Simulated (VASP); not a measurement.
# MgO: single point with PBE-based screened hybrid

The system is MgO.

```
Mg O
1.0
     0.00000    2.10217    2.10217
     2.10217    0.00000    2.10217
     2.10217    2.10217    0.00000
Mg O
1 1
Direct
  0.00000 0.00000 0.00000
  0.50000 0.50000 0.50000
```

```yaml
Program: VASP 6.6.1
Task: single point
Functional: PBE-based screened hybrid
Potentials_or_basis: VASP PAW PBE potentials, release 64 (Mg, O)
Cutoff: 520 eV
k_mesh: 6 × 6 × 6
Occupations: gaussian, width 0.01 eV
Spin: no spin polarisation
Dipole_correction: no
Grid_for_exact_exchange_PRECFOCK: Normal
Share_of_exact_exchange: 1
Further_INCAR_settings: ALGO = Normal; EDIFF = 1e-07; NBANDS = 11
Screening_parameter: 0.2078 1/Å
```

The pressure is -15.7 GPa. The band gap on the k mesh is 12.08 eV, direct.

Levels at points of the mesh, in eV from the valence-band top:
| k point | band 1 | band 2 | band 3 | band 4 | band 5 | band 6 | band 7 | band 8 | band 9 |
| --- | --- | --- | --- | --- | --- | --- | --- | --- | --- |
| (0.00, 0.00, 0.00) | -23.36 | 0.00 | 0.00 | 0.00 | 12.08 | 23.91 | 23.91 | 23.91 | 27.79 |
| (0.50, 0.00, 0.00) | -21.84 | -5.69 | -0.85 | -0.85 | 15.33 | 21.81 | 24.55 | 24.55 | 29.72 |
| (0.50, 0.50, 0.00) | -21.52 | -5.12 | -1.77 | -1.77 | 16.38 | 17.81 | 22.28 | 28.68 | 28.68 |

Run time: 14 min on 1 thread of AMD EPYC 7R13 Processor (Zen 3), with other jobs on the host, peak memory 0.22 GiB.

Caveat: the k points lie up to 0.43 Å⁻¹ apart; the PAW data sets were made with another functional, which shifts forces and pressure a little.
